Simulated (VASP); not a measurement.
# InSb (I-4m2) in VASP: notebook

InSb is run at these levels: PBE; tasks: single point.

Program: VASP 6.6.1. These are calculated values, not measurements. Logs are shortened: lines on timing, memory, paths and dates and some standing lists are left out, and cuts for length are marked.

### Step 1. The cell of the first run

It takes space group I-4m2 (No. 119, tetragonal). Conventional cell: a = 4.649 Å, b = 4.649 Å, c = 6.478 Å, α = 90.00°, β = 90.00°, γ = 90.00°. Within 3.7 Å of In (site symmetry -4m2) lie 4 Sb at 2.83 Å. Sb (site symmetry -4m2) has 4 In at 2.83 Å within 3.7 Å.

### Step 2. Single point, PBE (strain +0.015 along x and y, +0.000 along z)

Input file INCAR:

```
SYSTEM = InSb
PREC = Accurate ; ENCUT = 520
EDIFF = 1E-6 ; ISMEAR = 0
SIGMA = 0.15 ; LREAL = .False.
LASPH = .True. ; NELM = 100
ALGO = Normal ; ISIF = 2
LWAVE = .False. ; LCHARG = .True.
GGA = PE ; LELF = .True.
LVHAR = .True. ; NBANDS = 16
```

Input file KPOINTS:

```
regular mesh
0
Gamma
  12 12 12
  0 0 0
```

Input file POSCAR:

```
InSb
1.0
    0.0000000000      3.2876865000      3.2391000000
    3.2876865000      0.0000000000      3.2391000000
    3.2876865000      3.2876865000      0.0000000000
In Sb
1 1
Direct
    0.0000000000      0.0000000000      0.0000000000
    0.7500000000      0.7500000000      0.7500000000
```

Potentials or basis: VASP PAW PBE potentials, release 64 (In_d, Sb).

Started as:

```sh
$ cat potpaw_PBE.64/In_d/POTCAR potpaw_PBE.64/Sb/POTCAR > POTCAR
$ mpirun -np 1 vasp_std > vasp.out
```

OUTCAR:

```text
SYSTEM = InSb
   PREC = Accurate
   ENCUT = 520
   EDIFF = 1E-6
   ISMEAR = 0
   LREAL = .False.
   LASPH = .True.
   NELM = 100
   ISIF = 2
   GGA = PE

 ion  position               nearest neighbor table
   1  0.000  0.000  0.000-   2 2.83   2 2.83   2 2.83   2 2.83
   2  0.750  0.750  0.750-   1 2.83   1 2.83   1 2.83   1 2.83

  LATTYP: Found a body centered tetragonal cell.
 ALAT       =     4.6494908371
 C/A-ratio  =     1.3933138546

  Lattice vectors:

 A1 = (   0.0000000000,  -3.2876865000,  -3.2391000000)
 A2 = (   0.0000000000,   3.2876865000,  -3.2391000000)
 A3 = (   3.2876865000,   0.0000000000,   3.2391000000)

Analysis of symmetry for initial positions (statically):
=====================================================================
 Subroutine PRICEL returns:
 Original cell was already a primitive cell.

 Routine SETGRP: Setting up the symmetry group for a
 body centered tetragonal supercell.

 Subroutine GETGRP returns: Found  8 space group operations
 (whereof  8 operations were pure point group operations)
 out of a pool of 16 trial point group operations.

The static configuration has the point symmetry D_2d.

Analysis of symmetry for dynamics (positions and initial velocities):
=====================================================================
 Subroutine PRICEL returns:
 Original cell was already a primitive cell.

 Routine SETGRP: Setting up the symmetry group for a
 body centered tetragonal supercell.

 Subroutine GETGRP returns: Found  8 space group operations
 (whereof  8 operations were pure point group operations)
 out of a pool of 16 trial point group operations.

The dynamic configuration has the point symmetry D_2d.

 Subroutine INISYM returns: Found  8 space group operations
 (whereof  8 operations are pure point group operations),
 and found     1 'primitive' translations

----------------------------------------------------------------------------------------

                                     Primitive cell

  volume of cell :      70.0221

  direct lattice vectors                    reciprocal lattice vectors
     0.000000000  3.287686500  3.239100000    -0.152082627  0.152082627  0.154363867
     3.287686500  0.000000000  3.239100000     0.152082627 -0.152082627  0.154363867
     3.287686500  3.287686500  0.000000000     0.152082627  0.152082627 -0.154363867

  length of vectors
     4.615262867  4.615262867  4.649490837     0.264738464  0.264738464  0.264738464

  position of ions in fractional coordinates (direct lattice)
     0.000000000  0.000000000  0.000000000
[... 80 lines left out ...]
   EDIFFG = 0.1E-04   stopping-criterion for IOM
   NSW    =      0    number of steps for IOM
   IBRION =     -1    ionic relax: 0-MD 1-quasi-New 2-CG
   NFREE  =      0    steps in history (QN), initial steepest desc. (CG)
   ISIF   =      2    stress and relaxation
   ISYM   =      2    0-nonsym 1-usesym 2-fastsym
   POTIM  = 0.5000    time-step for ionic-motion
   TEBEG  =    0.0;   TEEND  =   0.0 temperature during run
   PSTRESS=    0.0 pullay stress
   NELECT =      18.0000    total number of electrons
   NUPDOWN=      -1.0000    fix difference up-down
   EMIN   =  10.00;   EMAX   =-10.00  energy-range for DOS
   EFERMI =   0.00;   METHOD = LEGACY
   ISMEAR =     0;   SIGMA  =   0.15  broadening in eV -4-tet -1-fermi 0-gaus
   EFERMI_NEDOS =   21; number of points for ismear=-14 and -15
   IALGO  =     38    algorithm
   IMIX   =      4    mixing-type and parameters
     AMIX     =   0.40;   BMIX     =  1.00
     AMIX_MAG =   1.60;   BMIX_MAG =  1.00
  volume/ion in A,a.u.               =      35.01       236.27
  Fermi-wavevector in a.u.,A,eV,Ry     =   1.040928  1.967068 14.742331  1.083531
  Thomas-Fermi vector in A             =   2.175526
   LORBIT       =      0    0 simple, 1 ext, 2 COOP (PROOUT), +10 PAW based schemes
   GGA     = PE    functional components
   LHFCALC =     F    Hartree Fock is set to
   AEXX    =    0.0000 exact exchange contribution
   IVDW    =     0    specifies the selected vdW correction
   LEPSILON=     F    determine dielectric tensor
   LRPA    =     F    only Hartree local field effects (RPA)
 non-spin polarized calculation
 Gauss-broadening in eV      SIGMA  =   0.15
  energy-cutoff  :      520.00
  volume of cell :       70.02
 maximum number of plane-waves:      1902
 NGX is ok and might be reduce to    36
   NGX = 17   NGY = 17   NGZ = 17

 number of electron      17.9999998 magnetization

 Free energy of the ion-electron system (eV)
  ---------------------------------------------------
  ext. energy  EPLUGINS =         0.00000000
  ---------------------------------------------------
  free energy    TOTEN  =        -6.93700056 eV

  energy without entropy =       -6.93675187  energy(sigma->0) =       -6.93687621

 E-fermi :   4.9205     XC(G=0):  -8.5607

 val. band max:        4.8456308645   @ k =   0.0000   0.0000   0.0000
 cond. band min:       5.2841007574   @ k =   0.5000   0.0000   0.0000
 fundamental gap:      0.4384698929
 Fermi energy:         4.9205279158

 k-point     1 :       0.0000    0.0000    0.0000
  band No.  band energies     occupation
      1      -9.7469      2.00000
      2      -9.7469      2.00000
      3      -9.7438      2.00000
      4      -9.6700      2.00000
      5      -9.6676      2.00000
      6      -5.7352      2.00000
[... 433 lines left out ...]
      3      -9.7246      2.00000
      4      -9.6718      2.00000
      5      -9.6659      2.00000
      6      -4.2946      2.00000
[... 8 lines left out ...]
     15      12.9986      0.00000
     16      13.3567      0.00000

 [... further k-points ...]

------------------------ aborting loop because EDIFF is reached ----------------------------------------

  FORCE on cell =-STRESS in cart. coord.  units (eV):
  Direction    XX          YY          ZZ          XY          YZ          ZX
  --------------------------------------------------------------------------------------
  -------------------------------------------------------------------------------------
  Total        0.6788681      0.6788681      0.8433122      0.0000000     -0.0000000      0.0000000
  in kB       15.5331965     15.5331965     19.2958455      0.0000000     -0.0000000      0.0000000
  external PRESSURE =      16.7874128 kB  Pullay stress =       0.0000000 kB

 VOLUME and BASIS-vectors are now :
 -----------------------------------------------------------------------------
  energy-cutoff  :      520.00
  volume of cell :       70.02
      direct lattice vectors                 reciprocal lattice vectors
     0.000000000  3.287686500  3.239100000    -0.152082627  0.152082627  0.154363867
     3.287686500  0.000000000  3.239100000     0.152082627 -0.152082627  0.154363867
     3.287686500  3.287686500  0.000000000     0.152082627  0.152082627 -0.154363867

 POSITION                                       TOTAL-FORCE (eV/Angst)
 -----------------------------------------------------------------------------------
      0.00000      0.00000      0.00000        -0.000000     -0.000000     -0.000000
      4.93153      4.93153      4.85865         0.000000      0.000000      0.000000
 -----------------------------------------------------------------------------------
    total drift:                                0.000000      0.000000     -0.000000

  FREE ENERGIE OF THE ION-ELECTRON SYSTEM (eV)
  ---------------------------------------------------
  free  energy   TOTEN  =        -6.9370005601 eV

  energy  without entropy=       -6.9367518662  energy(sigma->0) =       -6.93687621
```

stdout:

```text
POSCAR found type information on POSCAR InSb
 POSCAR found :  2 types and       2 ions
 scaLAPACK will be used
 LDA part: xc-table for (Slater+PW92), standard interpolation
 POSCAR, INCAR and KPOINTS ok, starting setup
 FFT: planning ... GRIDC
 FFT: planning ... GRID_SOFT
 FFT: planning ... GRID
 WAVECAR not read
 entering main loop
```

It took 2.4 min on 1 thread of Intel Xeon Platinum 8259CL at 2.50GHz (Skylake/Cascade Lake), shared host; peak memory 0.34 GiB.

Results:

| Property | Result |
| --- | --- |
| Free energy | -6.9370 eV |
| Pressure | 1.7 GPa |

Caveat: the cell differs from its parent crystal (strain +0.015 along x and y, +0.000 along z); spin-orbit coupling is left out, which moves the levels of the heavy elements.

### Step 3. Single point, PBE (strain +0.015 along x and y, +0.030 along z)

Input file INCAR:

```
PREC     = Accurate       # precision mode
ENCUT    = 520            # plane-wave cutoff, eV
EDIFF    = 1E-7           # SCF threshold, eV
ISMEAR   = 0              # smearing method
SIGMA    = 0.15           # smearing width, eV
LREAL    = F              # projectors in reciprocal space
LASPH    = T              # aspherical terms in the spheres
NELM     = 100            # most SCF steps
ALGO     = Normal         # electronic algorithm
ISIF     = 2              # what is computed and relaxed
LWAVE    = F              # write WAVECAR
LCHARG   = T              # write CHGCAR
GGA      = PE             # functional
LELF     = T              # ELF
LVHAR    = T            
NBANDS   = 16             # bands
```

Input file KPOINTS:

```
regular mesh
0
Gamma
  12 12 12
```

Input file POSCAR:

```
InSb
1.0
    0.0000000000      3.2876865000      3.3362730000
    3.2876865000      0.0000000000      3.3362730000
    3.2876865000      3.2876865000      0.0000000000
In Sb
1 1
Direct
    0.0000000000      0.0000000000      0.0000000000
    0.7500000000      0.7500000000      0.7500000000
```

Potentials or basis: VASP PAW PBE potentials, release 64 (In_d, Sb).

Started as:

```sh
$ cat potpaw_PBE.64/In_d/POTCAR potpaw_PBE.64/Sb/POTCAR > POTCAR
$ mpirun -np 1 vasp_std > vasp.out
```

Run time: 2.7 min. Hardware: 1 thread of Intel Xeon Platinum 8259CL at 2.50GHz (Skylake/Cascade Lake), shared host; peak memory 0.35 GiB.

It converged, with:

```yaml
Free_energy: -6.9511 eV
Pressure: 0.4 GPa
Band_gap_on_the_k_mesh: zero (filled and empty bands touch)
```

Stress tensor (GPa, compression positive):
```
0.58 0.00 0.00
0.00 0.58 0.00
0.00 0.00 0.18
```

Levels at points of the mesh, in eV from the Fermi level:
```tsv
k point	band 6	band 7	band 8	band 9	band 10	band 11	band 12	band 13
(0.00, 0.00, 0.00)	-10.48	-0.65	-0.17	-0.10	-0.10	2.83	2.83	2.86
(0.50, 0.00, 0.00)	-9.26	-5.48	-1.09	-1.00	0.31	3.65	3.71	6.00
(0.50, 0.50, 0.00)	-8.75	-5.84	-2.15	-2.15	1.30	1.37	7.67	7.67
(0.50, 0.00, 0.50)	-8.71	-5.77	-2.23	-2.22	1.20	1.30	7.65	7.70
```

Caveat: the cell differs from its parent crystal (strain +0.015 along x and y, +0.030 along z); semilocal functionals underestimate gaps, so a narrow gap can read as zero; spin-orbit coupling is left out, which moves the levels of the heavy elements.

### Step 4. Single point, PBE (strain +0.030 along x and y, +0.015 along z)

Input file INCAR:

```
SYSTEM = InSb
PREC = Accurate ; ENCUT = 520
EDIFF = 1E-7 ; ISMEAR = 0
SIGMA = 0.15 ; LREAL = .False.
LASPH = .True. ; NELM = 60
ALGO = Normal ; ISIF = 2
LWAVE = .False. ; LCHARG = .True.
GGA = PE ; LELF = .True.
LVHAR = .True. ; NBANDS = 16
```

Input file KPOINTS:

```
regular mesh
0
Gamma
  12 12 12
  0 0 0
```

Input file POSCAR:

```
InSb
1.0
    0.0000000000      3.3362730000      3.2876865000
    3.3362730000      0.0000000000      3.2876865000
    3.3362730000      3.3362730000      0.0000000000
In Sb
1 1
Direct
    0.0000000000      0.0000000000      0.0000000000
    0.7500000000      0.7500000000      0.7500000000
```

Potentials or basis: VASP PAW PBE potentials, release 64 (In_d, Sb).

Started as:

```sh
$ cat potpaw_PBE.64/In_d/POTCAR potpaw_PBE.64/Sb/POTCAR > POTCAR
$ mpirun -np 1 vasp_std > vasp.out
```

OUTCAR:

```text
SYSTEM = InSb
   PREC = Accurate
   ENCUT = 520
   EDIFF = 1E-7
   ISMEAR = 0
   LREAL = .False.
   LASPH = .True.
   NELM = 60
   ISIF = 2
   GGA = PE

 ion  position               nearest neighbor table
   1  0.000  0.000  0.000-   2 2.88   2 2.88   2 2.88   2 2.88
   2  0.750  0.750  0.750-   1 2.88   1 2.88   1 2.88   1 2.88

  LATTYP: Found a body centered tetragonal cell.
 ALAT       =     4.7182025244
 C/A-ratio  =     1.3936182192

  Lattice vectors:

 A1 = (   0.0000000000,  -3.3362730000,  -3.2876865000)
 A2 = (   0.0000000000,   3.3362730000,  -3.2876865000)
 A3 = (   3.3362730000,   0.0000000000,   3.2876865000)

Analysis of symmetry for initial positions (statically):
=====================================================================
 Subroutine PRICEL returns:
 Original cell was already a primitive cell.

 Routine SETGRP: Setting up the symmetry group for a
 body centered tetragonal supercell.

 Subroutine GETGRP returns: Found  8 space group operations
 (whereof  8 operations were pure point group operations)
 out of a pool of 16 trial point group operations.

The static configuration has the point symmetry D_2d.

Analysis of symmetry for dynamics (positions and initial velocities):
=====================================================================
 Subroutine PRICEL returns:
 Original cell was already a primitive cell.

 Routine SETGRP: Setting up the symmetry group for a
 body centered tetragonal supercell.

 Subroutine GETGRP returns: Found  8 space group operations
 (whereof  8 operations were pure point group operations)
 out of a pool of 16 trial point group operations.

The dynamic configuration has the point symmetry D_2d.

 Subroutine INISYM returns: Found  8 space group operations
 (whereof  8 operations are pure point group operations),
 and found     1 'primitive' translations

----------------------------------------------------------------------------------------

                                     Primitive cell

[... 110 lines left out ...]
     AMIX_MAG =   1.60;   BMIX_MAG =  1.00
  volume/ion in A,a.u.               =      36.59       246.95
  Fermi-wavevector in a.u.,A,eV,Ry     =   1.025694  1.938281 14.313984  1.052048
  Thomas-Fermi vector in A             =   2.159548
   LORBIT       =      0    0 simple, 1 ext, 2 COOP (PROOUT), +10 PAW based schemes
   GGA     = PE    functional components
   LHFCALC =     F    Hartree Fock is set to
   AEXX    =    0.0000 exact exchange contribution
   IVDW    =     0    specifies the selected vdW correction
   LEPSILON=     F    determine dielectric tensor
   LRPA    =     F    only Hartree local field effects (RPA)
 non-spin polarized calculation
 Gauss-broadening in eV      SIGMA  =   0.15
  energy-cutoff  :      520.00
  volume of cell :       73.19
 maximum number of plane-waves:      2000
   NGX = 17   NGY = 17   NGZ = 17

 number of electron      18.0000008 magnetization

 Free energy of the ion-electron system (eV)
  ---------------------------------------------------
  ext. energy  EPLUGINS =         0.00000000
  ---------------------------------------------------
  free energy    TOTEN  =        -6.95237465 eV

  energy without entropy =       -6.95210903  energy(sigma->0) =       -6.95224184

 E-fermi :   4.4827     XC(G=0):  -8.3743

 val. band max:        4.4017405341   @ k =   0.0000   0.0000   0.0000
 cond. band min:       4.7708134434   @ k =   0.5000   0.0000   0.0000
 fundamental gap:      0.3690729093
 Fermi energy:         4.4827486483

 k-point     1 :       0.0000    0.0000    0.0000
  band No.  band energies     occupation
      1     -10.1080      2.00000
      2     -10.1080      2.00000
      3     -10.1049      2.00000
      4     -10.0421      2.00000
      5     -10.0394      2.00000
      6      -5.9160      2.00000
[... 433 lines left out ...]
      3     -10.0890      2.00000
      4     -10.0435      2.00000
      5     -10.0378      2.00000
      6      -4.5923      2.00000
[... 8 lines left out ...]
     15      12.4662      0.00000
     16      12.8216      0.00000

 [... further k-points ...]

------------------------ aborting loop because EDIFF is reached ----------------------------------------

  FORCE on cell =-STRESS in cart. coord.  units (eV):
  Direction    XX          YY          ZZ          XY          YZ          ZX
  --------------------------------------------------------------------------------------
  -------------------------------------------------------------------------------------
  Total       -0.1052745     -0.1052745      0.0667023      0.0000000      0.0000000     -0.0000000
  in kB       -2.3045715     -2.3045715      1.4601845      0.0000000      0.0000000     -0.0000000
  external PRESSURE =      -1.0496528 kB  Pullay stress =       0.0000000 kB

 VOLUME and BASIS-vectors are now :
 -----------------------------------------------------------------------------
  energy-cutoff  :      520.00
  volume of cell :       73.19
      direct lattice vectors                 reciprocal lattice vectors
     0.000000000  3.336273000  3.287686500    -0.149867832  0.149867832  0.152082627
     3.336273000  0.000000000  3.287686500     0.149867832 -0.149867832  0.152082627
     3.336273000  3.336273000  0.000000000     0.149867832  0.149867832 -0.152082627

 POSITION                                       TOTAL-FORCE (eV/Angst)
 -----------------------------------------------------------------------------------
      0.00000      0.00000      0.00000        -0.000000     -0.000000      0.000000
      5.00441      5.00441      4.93153         0.000000      0.000000     -0.000000
 -----------------------------------------------------------------------------------
    total drift:                                0.000000      0.000000      0.000000

  FREE ENERGIE OF THE ION-ELECTRON SYSTEM (eV)
  ---------------------------------------------------
  free  energy   TOTEN  =        -6.9523746484 eV

  energy  without entropy=       -6.9521090338  energy(sigma->0) =       -6.95224184
```

stdout:

```text
POSCAR found type information on POSCAR InSb
 POSCAR found :  2 types and       2 ions
 scaLAPACK will be used
 LDA part: xc-table for (Slater+PW92), standard interpolation
 POSCAR, INCAR and KPOINTS ok, starting setup
 FFT: planning ... GRIDC
 FFT: planning ... GRID_SOFT
 FFT: planning ... GRID
 WAVECAR not read
 entering main loop
```

Wall time 3.2 min (1 thread of Intel Xeon Platinum 8259CL at 2.50GHz (Skylake/Cascade Lake), shared host); peak memory 0.35 GiB.

What came out:

```
Free energy : -6.9524 eV
Pressure    : -0.1 GPa
```

Caveat: the cell differs from its parent crystal (strain +0.030 along x and y, +0.015 along z); spin-orbit coupling is left out, which moves the levels of the heavy elements.

(Part 1 of 2 ends here.)
